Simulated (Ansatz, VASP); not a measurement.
Cd4InO in VASP and in Ansatz

File INCAR:

```
SYSTEM = Cd4InO
PREC = Accurate
ENCUT = 600
EDIFF = 1E-7
ISMEAR = 0
SIGMA = 0.1
LREAL = .FALSE.
LASPH = .TRUE.
NELM = 80
ALGO = Normal
ISIF = 3
LWAVE = .FALSE.
LCHARG = .FALSE.
GGA = PE
IBRION = 2
NSW = 90
EDIFFG = -0.04
```

The input KPOINTS:

```
Automatic mesh
0
G
  6 6 4
  0 0 0
```

POSCAR

```
Cd4InO
1.0
    4.8141694923      0.0000000000      0.0000000000
   -2.4070847462      4.1691930785      0.0000000000
    0.0000000000      0.0000000000      6.7328557172
Cd In O
4 1 1
Direct
    0.3333333333      0.6666666667      0.7800018203
    0.3333333333      0.6666666667      0.2199981797
    0.6666666667      0.3333333333      0.7800018203
    0.6666666667      0.3333333333      0.2199981797
    0.0000000000      0.0000000000      0.5000000000
    0.0000000000      0.0000000000      0.0000000000
```

Input for Ansatz:

```yaml
crystal:
  lattice:
    - [4.8141694923, 0.0, 0.0]
    - [-2.4070847462, 4.1691930785, 0.0]
    - [0.0, 0.0, 6.7328557172]
  atoms:
    - { symbol: Cd, position: [0.3333333333, 0.6666666667, 0.7800018203] }
    - { symbol: Cd, position: [0.3333333333, 0.6666666667, 0.2199981797] }
    - { symbol: Cd, position: [0.6666666667, 0.3333333333, 0.7800018203] }
    - { symbol: Cd, position: [0.6666666667, 0.3333333333, 0.2199981797] }
    - { symbol: In, position: [0.0, 0.0, 0.5] }
    - { symbol: O, position: [0.0, 0.0, 0.0] }
basis:
  ecutwfc: 420
kpoints:
  mp_grid: { grid: [6, 6, 4] }
hamiltonian:
  xc: pbe
scf:
  occupations: { method: gaussian, width: 0.1 }
  lower_state_search: "off"
output:
  forces: true
  stress: true
  eigenvalues: true
relax:
  adjacent_minimum: "off"
  f_tol: 0.04
  max_steps: 70
  cell: { stress_tol: 0.4 }
```

Change from the starting cell: species swapped into the TiCrB4 type (P6/mmm, No. 191).

Alike in both runs: task relaxation of cell and atoms; functional PBE; k mesh 6 × 6 × 4; occupations gaussian, width 0.1 eV; no spin polarisation.

|  | VASP | Ansatz |
| --- | --- | --- |
| version | VASP 6.6.1 | Ansatz 0.2.0 |
| potentials or method | VASP PAW PBE potentials, release 64 (Cd, In_d, O), cutoff 600 eV | scalar-relativistic, plane waves, PAW |
| valence electrons in the cell | 67 | 99 |

|  | VASP | Ansatz | Ansatz less VASP |
| --- | --- | --- | --- |
| gap on the k mesh at the Fermi level, each at its own relaxed structure (eV) | none | none | - |
| relaxed volume (Å³/atom) | 22.04 | 21.97 | -0.062 |
| relaxed length of the cell vector where the two differ most in proportion (Å) | 5.957 | 5.995 | +0.0373 |

A gap of «none» marks a metal or a gap that the smearing closes. VASP's potentials hold 67 valence electrons a cell and Ansatz's 99, so a difference there can come from the potentials and not from the codes.
